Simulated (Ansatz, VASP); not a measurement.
**Two plane-wave programs on WS2**

```xyz
6
Lattice="3.1800 0.0000 0.0000 -1.5900 2.7540 0.0000 0.0000 0.0000 12.5000" Properties=species:S:1:pos:R:3 pbc="T T T"
W     0.0000    1.8360    3.1250
W     1.5900    0.9180    9.3750
S    -0.2625    1.3813    7.7500
S     1.5900    0.9180    1.5000
S     0.0000    1.8360   11.0000
S     1.5900    0.9180    4.7500
```

Alike in both runs: task single point; functional PBEsol; k mesh 12 × 12 × 4; occupations gaussian, width 0.05 eV; no spin polarisation.

|  | VASP | Ansatz |
| --- | --- | --- |
| version | VASP 6.6.1 | Ansatz 0.2.0 |
| potentials or method | VASP PAW PBE potentials, release 64 (W_sv, S), cutoff 520 eV | scalar-relativistic, plane waves, PAW |
| valence electrons in the cell | 52 | 52 |

|  | VASP | Ansatz | Ansatz less VASP |
| --- | --- | --- | --- |
| gap on the k mesh at the Fermi level (eV) | 0.58 | 0.58 | -0.005 |
| least direct gap on the mesh (eV) | 0.59 | 0.58 | -0.005 |
| pressure (GPa) | -4.6 | -4.7 | -0.07 |
| traceless stress, the component that is largest in VASP (GPa) | -8.04 | -8.04 | +0.001 |
| rms of the force components (eV/Å) | 1.699 | 1.700 | +0.0011 |

VASP's potentials were made for PBE, not for PBEsol. Atom by atom the forces differ by 0.008 eV/Å (rms over components). With one functional, cell and mesh, what is left measures potentials, basis and numerics.

Neither program's run includes spin-orbit coupling.
